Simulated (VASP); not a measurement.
Write the native input for VASP 6.6.1 that does the following.

| Property | Result |
| --- | --- |
| Task | single point |
| Functional | LDA |
| Potentials or basis | VASP PAW LDA potentials, release 64 (Rb_sv) |
| Cutoff | 520 eV |
| k mesh | 8 × 8 × 8 |
| Occupations | methfessel-paxton, width 0.6 eV |
| Spin | no spin polarisation |
| Dipole correction | no |
| Further INCAR settings | ALGO = Normal; EDIFF = 1e-06; NBANDS = 10 |

The structure of Rb lies in POSCAR:

```
Rb
1.0
   -2.6859640533      2.6859640533      2.6859640533
    2.6859640533     -2.6859640533      2.6859640533
    2.6859640533      2.6859640533     -2.6859640533
Rb
1
Direct
    0.0000000000      0.0000000000      0.0000000000
```

One way to write it, as run:

INCAR

```
SYSTEM = Rb
PREC = Accurate
ENCUT = 520
EDIFF = 1E-6
ISMEAR = 1
SIGMA = 0.6
LREAL = .False.
LASPH = .True.
NELM = 80
ALGO = Normal
ISIF = 2
LWAVE = .False.
LCHARG = .False.
GGA = CA
NBANDS = 10
```

KPOINTS

```
Automatic mesh
0
Gamma
  8 8 8
  0 0 0
```

Potentials or basis: VASP PAW LDA potentials, release 64 (Rb_sv).

Launch:

```console
$ cat potpaw_LDA.64/Rb_sv/POTCAR > POTCAR
$ mpirun -np 1 vasp_std > vasp.out
```

It gave:

The pressure is 0.0 GPa. The band gap on the k mesh is zero (an odd number of electrons rules out a gap without spin polarisation).

Caveat: so wide a smearing shifts energies and pressures.

Run time: 22 s on 1 thread of AMD EPYC 7R13 (shared host), peak memory 0.14 GiB.
